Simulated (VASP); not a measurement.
Runs of VASP 6.6.1 on BaTiO3. Symmetry: Pm-3m, No. 221, cubic system. The conventional cell has a = 4.006 Å, b = 4.006 Å, c = 4.006 Å, α = 90.00°, β = 90.00°, γ = 90.00°. Ba (site symmetry m-3m) has 12 O at 2.83 Å and 8 Ti at 3.47 Å within 3.7 Å. Ti (site symmetry m-3m) has 6 O at 2.00 Å within 2.7 Å. Within 2.7 Å of O (site symmetry 4/mmm) lie 2 Ti at 2.00 Å. 

```csv
level,potentials or basis,gap on the mesh (eV),pressure (GPa)
PBE,"VASP PAW PBE potentials, release 64 (Ba_sv, Ti_sv, O)",1.74,(a)
PBEsol,"VASP PAW PBE potentials, release 64 (Ba_sv, Ti_sv, O)",1.69,-2.8
RPBE,"VASP PAW PBE potentials, release 64 (Ba_sv, Ti_sv, O)",1.78,(b)
LDA,"VASP PAW LDA potentials, release 64 (Ba_sv, Ti_sv, O)",1.65,-7.3
```

Alike in all rows: task single point; no spin polarisation; cell as given; k mesh 6 × 6 × 6; cutoff (eV) 520; smearing methfessel-paxton 0.05 eV.

**Question.** Estimate the missing entries.

**Answer.** (a) 3.4; (b) 7.7.

Caveats: spin-orbit coupling is left out, which moves the levels of the heavy elements; the PAW data sets were made with another functional, which shifts forces and pressure a little (some runs).

A k mesh can miss the band edges, and the runs leave out spin-orbit coupling on Ba.
